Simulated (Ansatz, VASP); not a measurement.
**Two plane-wave programs on Pt**

```
Pt
1.0
     2.83847    0.00000    0.00000
    -1.41924    2.45819    0.00000
     0.00000    0.00000    4.53302
Pt
2
Direct
  0.66667 0.33333 0.75000
  0.33333 0.66667 0.25000
```

Alike in both runs: task single point; functional r2SCAN; k mesh 24 × 24 × 12; occupations gaussian, width 0.15 eV; no spin polarisation.

|  | VASP | Ansatz |
| --- | --- | --- |
| version | VASP 6.6.1 | Ansatz 0.2.0 |
| potentials or method | VASP PAW PBE potentials, release 64 (Pt), cutoff 520 eV | scalar-relativistic, plane waves, PAW |
| valence electrons in the cell | 20 | 36 |

Ansatz gave:

| Item | Value |
| --- | --- |
| gap on the k mesh at the Fermi level (eV) | none |
| pressure (GPa) | -6.3 |
| traceless stress, the component that is largest in VASP (GPa) | 6.48 |

Estimate VASP's values.

gap on the k mesh at the Fermi level (eV): none; pressure (GPa): -5.7; traceless stress, the component that is largest in VASP (GPa): 6.49.

VASP's potentials were made for PBE, not for r2SCAN. A gap of «none» marks a metal or a gap that the smearing closes. VASP's potentials hold 20 valence electrons a cell and Ansatz's 36, so a difference there can come from the potentials and not from the codes.

Neither program's run includes spin-orbit coupling.
